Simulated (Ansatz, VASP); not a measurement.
# H in VASP and in Ansatz

Contents of POSCAR:

```
H
1.0
   10.0000000000      0.0000000000      0.0000000000
    0.0000000000     10.0000000000      0.0000000000
    0.0000000000      0.0000000000     10.0000000000
H
2
Direct
    0.5000000000      0.5000000000      0.4670000000
    0.5000000000      0.5000000000      0.5330000000
```

Contents of INCAR.step1:

```
SYSTEM = H
PREC = Accurate ; ENCUT = 400
EDIFF = 1E-5 ; ISMEAR = 0
SIGMA = 0.02 ; LREAL = .FALSE.
LASPH = .TRUE. ; NELM = 120
ALGO = Normal ; ISIF = 2
LWAVE = .TRUE. ; LCHARG = .FALSE.
GGA = PE ; NBANDS = 8
GGA_COMPAT = .FALSE. ; NELMDL = -8
```

File INCAR.step2:

```
SYSTEM = H
PREC = Accurate ; ENCUT = 400
EDIFF = 1E-6 ; ISMEAR = 0
SIGMA = 0.02 ; LREAL = .FALSE.
LASPH = .TRUE. ; NELM = 120
ALGO = Normal ; ISIF = 2
LWAVE = .FALSE. ; LCHARG = .FALSE.
GGA = PE ; LHFCALC = .TRUE.
HFSCREEN = 0.2079 ; PRECFOCK = Normal
ISTART = 1 ; NBANDS = 8
GGA_COMPAT = .FALSE.
```

Contents of KPOINTS:

```
Automatic mesh
0
G
  1 1 1
  0 0 0
```

Input for Ansatz:

```yaml
crystal:
  lattice:
    - [10.0, 0.0, 0.0]
    - [0.0, 10.0, 0.0]
    - [0.0, 0.0, 10.0]
  atoms:
    - { symbol: H, position: [0.5, 0.5, 0.467] }
    - { symbol: H, position: [0.5, 0.5, 0.533] }
scf:
  occupations: { method: gaussian, width: 0.02 }
output:
  stress: false
  eigenvalues: true
kpoints:
  mp_grid: { grid: [1, 1, 1] }
hamiltonian:
  xc: hse06
```

Alike in both runs: task single point; functional HSE06; k mesh 1 × 1 × 1; occupations gaussian, width 0.02 eV; no spin polarisation.

|  | VASP | Ansatz |
| --- | --- | --- |
| version | VASP 6.6.1 | Ansatz 0.2.0 |
| potentials or method | VASP PAW PBE potentials, release 64 (H) | scalar-relativistic, plane waves, PAW |
| plane-wave cutoff (eV) | 400 | 420 |
| valence electrons in the cell | 2 | 2 |

```csv
,VASP,Ansatz,Ansatz less VASP
gap on the k mesh at the Fermi level (eV),11.82,11.92,+0.104
```
